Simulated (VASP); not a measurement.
Write the native input for VASP 6.6.1 that does the following.

- Task: single point
- Functional: PBE
- Potentials or basis: VASP PAW PBE potentials, release 64 (Si, B, F)
- Cutoff: 520 eV
- k mesh: 20 × 12 × 10
- Occupations: gaussian, width 0.1 eV
- Spin: no spin polarisation
- Dipole correction: no
- Further INCAR settings: ALGO = Normal; EDIFF = 1e-06; NBANDS = 14

The structure of SiBF lies in POSCAR:

```
SiBF
1.0
    2.2204185025      0.0000000000      0.0000000000
    0.0000000000      3.7406863114      0.0000000000
    0.0000000000      0.0000000000      4.9980278493
Si B F
1 1 1
Direct
    0.0000000000      0.5000000000      0.0000000000
    0.0000000000      0.0000000000      0.5000000000
    0.0000000000      0.0000000000      0.0000000000
```

The cell was built from a structure type or drawn by symmetry, and may not be a known phase.

The input as run:

INCAR

```
SYSTEM = SiBF
ALGO     = Normal         ! electronic algorithm
EDIFF    = 1E-6           ! SCF threshold, eV
ENCUT    = 520            ! plane-wave cutoff, eV
GGA      = PE             ! functional
ISIF     = 2              ! what is computed and relaxed
ISMEAR   = 0              ! smearing method
LASPH    = .True.         ! aspherical terms in the spheres
LCHARG   = .True.         ! write CHGCAR
LELF     = .True.         ! ELF
LREAL    = .False.        ! projectors in reciprocal space
LVHAR    = .True.       
LWAVE    = .False.        ! write WAVECAR
NBANDS   = 14             ! bands
NELM     = 60             ! most SCF steps
PREC     = Accurate       ! precision mode
SIGMA    = 0.1            ! smearing width, eV
```

KPOINTS

```
k-points
0
Gamma
  20 12 10
  0 0 0
```

Potentials or basis: VASP PAW PBE potentials, release 64 (Si, B, F).

The run is started by

```bash
$ cat potpaw_PBE.64/Si/POTCAR potpaw_PBE.64/B/POTCAR potpaw_PBE.64/F/POTCAR > POTCAR
$ mpirun -np 1 vasp_std > vasp.out
```

Results of the run:

```json
{"Pressure": "0.0 GPa", "Band gap on the k mesh": "zero (bands 7 and 8 overlap by 2.73 eV)"}
```

Run time: 6 min on 1 thread of Oxide Virtual Turin-like Processor, on a shared host, peak memory 0.34 GiB.
